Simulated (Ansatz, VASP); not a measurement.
**ZnAg: VASP beside Ansatz**

```
CELL_PARAMETERS angstrom
3.11758 0.00000 0.00000
0.00000 3.11758 0.00000
0.00000 0.00000 3.11758
ATOMIC_POSITIONS crystal
Zn 0.50000 0.50000 0.50000
Ag 0.00000 0.00000 0.00000
```

Alike in both runs: task single point; functional PBEsol; k mesh 13 × 13 × 13; occupations fermi-dirac, width 0.05 eV; no spin polarisation.

|  | VASP | Ansatz |
| --- | --- | --- |
| version | VASP 6.6.1 | Ansatz 0.2.0 |
| potentials or method | VASP PAW PBE potentials, release 64 (Zn, Ag), cutoff 520 eV | all-electron LAPW, scalar-relativistic |

|  | VASP | Ansatz | Ansatz less VASP |
| --- | --- | --- | --- |
| pressure (GPa) | 0.2 | 0.0 | -0.18 |

VASP's potentials were made for PBE, not for PBEsol. Ansatz ran all-electron here, and VASP with PAW potentials.
